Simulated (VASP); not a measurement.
InSe: single point with PBE+D3(BJ)

Crystal: InSe.

```
In Se
1.0
     4.03400   -0.00124   -0.00005
    -2.01808    3.49534    0.00035
    -0.00021    0.00158   16.75702
In Se
4 4
Direct
  0.33202 0.66594 0.16664
  0.66797 0.33406 0.66666
  0.33199 0.66590 0.33334
  0.66805 0.33404 0.83337
  0.33475 0.66751 0.58996
  0.66523 0.33277 0.08991
  0.33470 0.66728 0.91007
  0.66528 0.33249 0.41004
```

```
Program                : VASP 6.6.1
Task                   : single point
Functional             : PBE
Dispersion             : D3(BJ)
Potentials or basis    : VASP PAW PBE potentials, release 64 (In_d, Se)
Cutoff                 : 520 eV
k mesh                 : 6 × 6 × 2
Occupations            : gaussian, width 0.03 eV
Spin                   : no spin polarisation
Dipole correction      : no
Further INCAR settings : ALGO = Normal; EDIFF = 1e-06; NBANDS = 48
```

The pressure is 0.0 GPa, the largest force is 0.015 eV/Å and the band gap on the k mesh is 0.34 eV. The dispersion energy per atom is -0.296 eV.

Forces in eV/Å, atoms in the order of the input:
```
In  -0.001  0.003  0.009
In  -0.001 -0.001  0.012
In   0.002  0.001 -0.012
In  -0.002 -0.002 -0.012
Se   0.001  0.000 -0.014
Se   0.002 -0.003 -0.011
Se   0.002  0.001  0.014
Se  -0.002 -0.001  0.015
```

Levels at points of the mesh, in eV from the valence-band top:
```
           k point  band 34  band 35  band 36  band 37  band 38  band 39  band 40  band 41  band 42  band 43
(0.00, 0.00, 0.00)    -1.18    -1.18    -1.10    -1.10     0.00     0.34     1.71     2.10     2.11     4.17
(0.50, 0.00, 0.00)    -2.18    -2.08    -2.06    -1.98    -1.35     1.11     1.20     1.92     1.93     3.34
(0.00, 0.50, 0.00)    -2.17    -2.08    -2.07    -1.98    -1.35     1.11     1.21     1.92     1.94     3.33
(0.50, 0.50, 0.00)    -2.17    -2.08    -2.07    -1.98    -1.35     1.11     1.21     1.92     1.94     3.33
(0.00, 0.00, 0.50)    -1.14    -1.14    -1.14    -0.92    -0.92     1.21     1.21     2.12     2.12     4.24
(0.50, 0.00, 0.50)    -2.28    -2.06    -2.06    -1.71    -1.71     1.46     1.46     1.57     1.57     3.54
(0.00, 0.50, 0.50)    -2.29    -2.05    -2.05    -1.71    -1.71     1.46     1.46     1.58     1.58     3.54
(0.50, 0.50, 0.50)    -2.29    -2.05    -2.05    -1.71    -1.71     1.46     1.46     1.58     1.58     3.54
```

Run time: 4.1 min on 1 thread of Intel(R) Xeon(R) 6975P-C (Granite Rapids), with other jobs on the host, peak memory 0.55 GiB.

Caveat: spin-orbit coupling is left out, which moves the levels of the heavy elements.
